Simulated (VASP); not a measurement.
# Ca8S7 (a cell with a defect) in VASP: further runs

The runs below take Ca8S7 (a cell with a defect) through single point, with PBE.

All numbers are computed with VASP 6.6.1; they aren't measurements. Logs are shortened: lines on timing, memory, paths and dates and some standing lists are left out, and cuts for length are marked.

### Step 1. The cell of the first run

The cell holds a defect, 15 atoms: a = 7.972 Å, b = 7.972 Å, c = 7.972 Å, α = 60.00°, β = 60.00°, γ = 60.00°.

### Step 2. Single point, PBE

INCAR

```
ALGO = Normal
EDIFF = 1E-6
ENCUT = 520
GGA = PE
ISIF = 2
ISMEAR = -1
LASPH = True
LCHARG = False
LREAL = Auto
LWAVE = False
NBANDS = 74
NELM = 60
PREC = Accurate
SIGMA = 0.05
```

KPOINTS

```
k-points
0
Gamma
  2 2 2
```

POSCAR

```
Ca8S7
1.0
    0.0000000000      5.6369920000      5.6369920000
    5.6369920000      0.0000000000      5.6369920000
    5.6369920000      5.6369920000      0.0000000000
Ca S
8 7
Direct
    0.0048289939     -0.0475670358      0.0475125741
    0.0005958852      0.0148162353      0.5156441592
   -0.0011758044      0.4834665368     -0.0157030558
    0.0048279295      0.5466562663      0.4532976098
    0.4973610926      0.0035778834     -0.0018677515
    0.4678021541      0.0156070826      0.5164396189
    0.5301522514      0.4857695381     -0.0134044895
    0.4973624231      0.4972770939      0.5044325058
    0.2533255325      0.2627026968      0.2318268325
   -0.0953197202      0.2526484870      0.7535083427
    0.2697074965      0.7507697368      0.2516217869
    0.2533221619      0.7309971346      0.7635343460
    0.7459269944      0.2381824384      0.2714042347
    0.7304636941      0.7506925680      0.2515492305
    0.7459260187      0.7705776414      0.7390157730
```

Potentials or basis: VASP PAW PBE potentials, release 64 (Ca_sv, S).

Started as:

```sh
> cat potpaw_PBE.64/Ca_sv/POTCAR potpaw_PBE.64/S/POTCAR > POTCAR
> mpirun -np 1 vasp_std > vasp.out
```

OUTCAR:

```text
EDIFF = 1E-6
   ENCUT = 520
   GGA = PE
   ISIF = 2
   ISMEAR = -1
   LASPH = True
   LREAL = Auto
   NELM = 60
   PREC = Accurate

 ion  position               nearest neighbor table
   1  0.005  0.952  0.048-  10 2.49  11 2.67  14 2.71  12 2.86  13 2.88
   2  0.001  0.015  0.516-  15 2.82  13 2.82   9 2.83  12 2.83  10 2.91  11 2.98
   3  0.999  0.483  0.984-  15 2.82  13 2.82  12 2.84   9 2.84
   4  0.005  0.547  0.453-  10 2.49  11 2.67  14 2.71   9 2.86  15 2.88
   5  0.497  0.004  0.998-  11 2.71  14 2.74  15 2.78   9 2.78
   6  0.468  0.016  0.516-   9 2.83  12 2.83  15 2.83  13 2.83
   7  0.530  0.486  0.987-  12 2.83   9 2.83  15 2.84  13 2.84  10 2.86
   8  0.497  0.497  0.504-  11 2.71  14 2.74  13 2.78  12 2.78
   9  0.253  0.263  0.232-   5 2.78   7 2.83   6 2.83   2 2.83   3 2.84   4 2.86
  10  0.905  0.253  0.754-   1 2.49   4 2.49   7 2.86   2 2.91
  11  0.270  0.751  0.252-   1 2.67   4 2.67   5 2.71   8 2.71   2 2.98
  12  0.253  0.731  0.764-   8 2.78   7 2.83   6 2.83   2 2.83   3 2.84   1 2.86
  13  0.746  0.238  0.271-   8 2.78   2 2.82   3 2.82   6 2.83   7 2.84   1 2.88
  14  0.730  0.751  0.252-   1 2.71   4 2.71   8 2.74   5 2.74
  15  0.746  0.771  0.739-   5 2.78   2 2.82   3 2.82   6 2.83   7 2.84   4 2.88

  LATTYP: Found a face centered cubic cell.
 ALAT       =    11.2739840000

  Lattice vectors:

 A1 = (   0.0000000000,   5.6369920000,   5.6369920000)
 A2 = (   5.6369920000,   0.0000000000,   5.6369920000)
 A3 = (   5.6369920000,   5.6369920000,   0.0000000000)

Analysis of symmetry for initial positions (statically):
=====================================================================
 Subroutine PRICEL returns:
 Original cell was already a primitive cell.

 Routine SETGRP: Setting up the symmetry group for a
 face centered cubic supercell.

 Subroutine GETGRP returns: Found  1 space group operations
 (whereof  1 operations were pure point group operations)
 out of a pool of 48 trial point group operations.

The static configuration has the point symmetry C_1 .

Analysis of symmetry for dynamics (positions and initial velocities):
=====================================================================
 Subroutine PRICEL returns:
 Original cell was already a primitive cell.

 Routine SETGRP: Setting up the symmetry group for a
 face centered cubic supercell.

 Subroutine GETGRP returns: Found  1 space group operations
 (whereof  1 operations were pure point group operations)
 out of a pool of 48 trial point group operations.

[... 126 lines left out ...]
   IALGO  =     38    algorithm
   IMIX   =      4    mixing-type and parameters
     AMIX     =   0.40;   BMIX     =  1.00
     AMIX_MAG =   1.60;   BMIX_MAG =  1.00
  volume/ion in A,a.u.               =      23.88       161.17
  Fermi-wavevector in a.u.,A,eV,Ry     =   1.143240  2.160410 17.782779  1.306997
  Thomas-Fermi vector in A             =   2.279936
   LORBIT       =      0    0 simple, 1 ext, 2 COOP (PROOUT), +10 PAW based schemes
   GGA     = PE    functional components
   LHFCALC =     F    Hartree Fock is set to
   AEXX    =    0.0000 exact exchange contribution
   IVDW    =     0    specifies the selected vdW correction
   LEPSILON=     F    determine dielectric tensor
   LRPA    =     F    only Hartree local field effects (RPA)
 non-spin polarized calculation
  energy-cutoff  :      520.00
  volume of cell :      358.24
 maximum number of plane-waves:      9684
 NGX is ok and might be reduce to    60
   NGX = 29   NGY = 29   NGZ = 29

 number of electron     121.9999996 magnetization

 Free energy of the ion-electron system (eV)
  ---------------------------------------------------
  ext. energy  EPLUGINS =         0.00000000
  ---------------------------------------------------
  free energy    TOTEN  =       -71.85354648 eV

  energy without entropy =      -71.82509481  energy(sigma->0) =      -71.83932064

 E-fermi :   5.0237     XC(G=0):  -9.1948

 val. band max:        5.0231515240   @ k =   0.0000   0.0000   0.0000
 cond. band min:       5.2243553171   @ k =   0.0000   0.0000   0.0000
 fundamental gap:      0.2012037932
 Fermi energy:         5.0236707582

 k-point     1 :       0.0000    0.0000    0.0000
  band No.  band energies     occupation
      1     -36.7693      2.00000
      2     -36.7619      2.00000
      3     -36.7528      2.00000
      4     -36.7379      2.00000
      5     -36.6456      2.00000
      6     -36.6417      2.00000
[... 597 lines left out ...]
     72       7.5912      0.00000
     73       7.6694      0.00000
 [bands above 73 left out]

------------------------ aborting loop because EDIFF is reached ----------------------------------------

  FORCE on cell =-STRESS in cart. coord.  units (eV):
  Direction    XX          YY          ZZ          XY          YZ          ZX
  --------------------------------------------------------------------------------------
  -------------------------------------------------------------------------------------
  Total        0.7805511     10.5612228     10.5619297     -0.0978414     -4.2041291     -0.0981195
  in kB        3.4909183     47.2337620     47.2369236     -0.4375836    -18.8024469     -0.4388271
  external PRESSURE =      32.6538679 kB  Pullay stress =       0.0000000 kB

 VOLUME and BASIS-vectors are now :
 -----------------------------------------------------------------------------
  energy-cutoff  :      520.00
  volume of cell :      358.24
      direct lattice vectors                 reciprocal lattice vectors
     0.000000000  5.636992000  5.636992000    -0.088699789  0.088699789  0.088699789
     5.636992000  0.000000000  5.636992000     0.088699789 -0.088699789  0.088699789
     5.636992000  5.636992000  0.000000000     0.088699789  0.088699789 -0.088699789

 POSITION                                       TOTAL-FORCE (eV/Angst)
 -----------------------------------------------------------------------------------
      5.63668      0.29505      5.39608         0.020808      0.025340      0.282960
      2.99020      2.91004      0.08688        -0.081688      0.046410      0.045891
      8.27377     11.17884      8.35566         0.062536      0.112483      0.111912
      5.63673      2.58245      3.10871         0.020668      0.282637      0.025278
      5.64663      8.43008      2.82379         0.002569      0.027887      0.104255
      2.99914      5.54816      2.72497        -0.042376      0.108386      0.107924
      8.29971      8.54989      5.72674         0.132078      0.029599      0.029052
      5.64663      5.64711      5.60678         0.002386      0.104156      0.028163
      2.78766      2.73480      2.90885         0.007890      0.114935      0.062429
      5.67170      9.34720      6.52385        -0.069991     -1.311451     -1.310347
      5.65047      2.93873      5.75242        -0.004062      0.079592      0.079695
      8.42466      5.73201      5.54860         0.007336      0.063453      0.115488
      2.87254      5.73469      5.54742        -0.020905      0.072728      0.121495
      5.64963      5.53560      8.34927        -0.016089      0.122561      0.122605
      8.50957      8.37061      8.54852        -0.021159      0.121283      0.073199
 -----------------------------------------------------------------------------------
    total drift:                               -0.000282     -0.003852     -0.002379

  FREE ENERGIE OF THE ION-ELECTRON SYSTEM (eV)
  ---------------------------------------------------
  free  energy   TOTEN  =       -71.8535464757 eV

  energy  without entropy=      -71.8250948087  energy(sigma->0) =      -71.83932064
```

OSZICAR:

```text
N       E                     dE             d eps       ncg     rms          rms(c)
DAV:   1     0.125888826740E+04    0.12589E+04   -0.57452E+04  1184   0.155E+03
DAV:   2     0.334838777541E+02   -0.12254E+04   -0.12008E+04  1392   0.454E+02
DAV:   3    -0.668473320432E+02   -0.10033E+03   -0.99436E+02  1556   0.107E+02
DAV:   4    -0.738671336837E+02   -0.70198E+01   -0.69703E+01  2056   0.274E+01
DAV:   5    -0.743454058565E+02   -0.47827E+00   -0.47778E+00  1744   0.495E+00    0.143E+01
DAV:   6    -0.719536293995E+02    0.23918E+01   -0.62397E+00  1360   0.601E+00    0.102E+01
DAV:   7    -0.718176473354E+02    0.13598E+00   -0.17737E+00  1608   0.376E+00    0.507E+00
DAV:   8    -0.718524193174E+02   -0.34772E-01   -0.39426E-01  1528   0.218E+00    0.915E-01
DAV:   9    -0.718492403609E+02    0.31790E-02   -0.43043E-02  1544   0.654E-01    0.419E-01
DAV:  10    -0.718520322295E+02   -0.27919E-02   -0.86537E-03  1904   0.244E-01    0.212E-01
DAV:  11    -0.718533639892E+02   -0.13318E-02   -0.12165E-03  1432   0.122E-01    0.889E-02
DAV:  12    -0.718535346146E+02   -0.17063E-03   -0.33274E-04  1560   0.656E-02    0.331E-02
DAV:  13    -0.718535433731E+02   -0.87586E-05   -0.29322E-05  1504   0.216E-02    0.118E-02
DAV:  14    -0.718535458938E+02   -0.25207E-05   -0.47589E-06  1240   0.826E-03    0.460E-03
DAV:  15    -0.718535464757E+02   -0.58191E-06   -0.11201E-06   896   0.435E-03
   1 F= -.71853546E+02 E0= -.71839321E+02  d E =-.284517E-01
```

stdout:

```text
POSCAR found type information on POSCAR CaS
 POSCAR found :  2 types and      15 ions
 scaLAPACK will be used
 LDA part: xc-table for (Slater+PW92), standard interpolation
 POSCAR, INCAR and KPOINTS ok, starting setup
 FFT: planning ... GRIDC
 FFT: planning ... GRID_SOFT
 FFT: planning ... GRID
 WAVECAR not read
 entering main loop
```

It took 8.1 min on 1 thread of Intel Xeon Platinum 8559C (Emerald Rapids), shared host; peak memory 0.53 GiB.

Results:

```yaml
Free_energy: -71.8535 eV
Pressure: 3.3 GPa
Largest_force: 1.855 eV/Å
```

Forces on the atoms (eV/Å):
```
Ca   0.021  0.025  0.283
Ca  -0.082  0.046  0.046
Ca   0.063  0.112  0.112
Ca   0.021  0.283  0.025
Ca   0.003  0.028  0.104
Ca  -0.042  0.108  0.108
Ca   0.132  0.030  0.029
Ca   0.002  0.104  0.028
S    0.008  0.115  0.062
S   -0.070 -1.311 -1.310
S   -0.004  0.080  0.080
S    0.007  0.063  0.115
S   -0.021  0.073  0.121
S   -0.016  0.123  0.123
S   -0.021  0.121  0.073
```

Caveat: the k points lie up to 0.48 Å⁻¹ apart.

### Step 3. Single point, PBE

INCAR

```
SYSTEM = Ca8S7
PREC = Accurate ; ENCUT = 520
EDIFF = 1E-7 ; ISMEAR = -1
SIGMA = 0.05 ; LREAL = Auto
LASPH = .True. ; NELM = 60
ALGO = Normal ; ISIF = 2
LWAVE = .False. ; LCHARG = .False.
GGA = PE ; NBANDS = 74
```

KPOINTS

```
Automatic mesh
0
Gamma
  2 2 2
  0 0 0
```

POSCAR

```
Ca8S7
1.0
    0.0000000000      5.6369920000      5.6369920000
    5.6369920000      0.0000000000      5.6369920000
    5.6369920000      5.6369920000      0.0000000000
Ca S
8 7
Direct
    0.0047913852     -0.0269775086      0.0281591672
    0.0015479000      0.0081943526      0.5090226312
   -0.0028512547      0.4898739434     -0.0093016808
    0.0047894338      0.5273154548      0.4738717032
    0.5009377342      0.0064724236     -0.0047479223
    0.4774214688      0.0100768282      0.5109051068
    0.5167889186      0.4931718903     -0.0060033791
    0.5009374681      0.4944107602      0.5073146281
    0.2510983695      0.2596593183      0.2376408375
   -0.1798382009      0.2511886659      0.7520353941
    0.2642162700      0.7506758924      0.2515185404
    0.2510982808      0.7368130024      0.7604875082
    0.7466038625      0.2413017439      0.2651187016
    0.7373731416      0.7505014199      0.2513458419
    0.7466020885      0.7642929066      0.7421303773
```

Potentials or basis: VASP PAW PBE potentials, release 64 (Ca_sv, S).

Started as:

```sh
> cat potpaw_PBE.64/Ca_sv/POTCAR potpaw_PBE.64/S/POTCAR > POTCAR
> mpirun -np 1 vasp_std > vasp.out
```

It took 7 min on 1 thread of Intel Xeon Platinum 8559C (Emerald Rapids), shared host; peak memory 0.53 GiB.

It converged, with:

| Item | Value |
| --- | --- |
| Free energy | -73.2716 eV |
| Pressure | 2.3 GPa |
| Largest force | 1.464 eV/Å |
| Band gap on the k mesh | 0.21 eV |

Forces on the atoms (eV/Å):
```
Ca   0.012 -0.177  0.336
Ca  -0.173  0.000  0.000
Ca   0.158  0.132  0.132
Ca   0.012  0.337 -0.178
Ca   0.005  0.067  0.169
Ca  -0.135  0.121  0.122
Ca   0.183 -0.009 -0.010
Ca   0.005  0.169  0.067
S    0.032  0.115  0.003
S   -0.038 -1.035 -1.034
S   -0.002  0.005  0.005
S    0.033  0.002  0.116
S   -0.042  0.005  0.118
S   -0.009  0.151  0.150
S   -0.041  0.118  0.005
```

Stress tensor (GPa, compression positive):
```
 1.41 -0.01 -0.01
-0.01  2.81 -0.52
-0.01 -0.52  2.81
```

Levels at points of the mesh, in eV from the valence-band top:
| k point | band 57 | band 58 | band 59 | band 60 | band 61 | band 62 | band 63 | band 64 | band 65 | band 66 |
| --- | --- | --- | --- | --- | --- | --- | --- | --- | --- | --- |
| (0.00, 0.00, 0.00) | -3.05 | -2.53 | -2.44 | -2.44 | -0.65 | 0.21 | 0.27 | 0.31 | 1.98 | 2.02 |
| (0.50, 0.00, 0.00) | -3.08 | -3.00 | -2.90 | -2.90 | -0.05 | 0.81 | 1.39 | 1.48 | 1.63 | 1.73 |
| (0.00, 0.50, 0.00) | -3.05 | -2.99 | -2.93 | -2.91 | -0.08 | 0.75 | 1.25 | 1.39 | 1.72 | 1.73 |
| (0.00, 0.00, 0.50) | -3.05 | -2.99 | -2.93 | -2.91 | -0.08 | 0.75 | 1.25 | 1.39 | 1.72 | 1.73 |
| (0.50, 0.50, 0.50) | -3.07 | -3.00 | -2.91 | -2.90 | -0.05 | 0.81 | 1.39 | 1.48 | 1.64 | 1.73 |
| (0.50, 0.50, 0.00) | -3.06 | -3.00 | -2.76 | -2.71 | 0.00 | 0.84 | 1.04 | 1.11 | 1.60 | 1.80 |
| (0.00, 0.50, 0.50) | -3.18 | -3.04 | -2.81 | -2.77 | -0.08 | 0.82 | 1.02 | 1.36 | 1.58 | 1.91 |
| (0.50, 0.00, 0.50) | -3.06 | -3.00 | -2.76 | -2.71 | 0.00 | 0.84 | 1.04 | 1.11 | 1.60 | 1.80 |

Caveat: the k points lie up to 0.48 Å⁻¹ apart.

(Continued in part 2 of 3.)
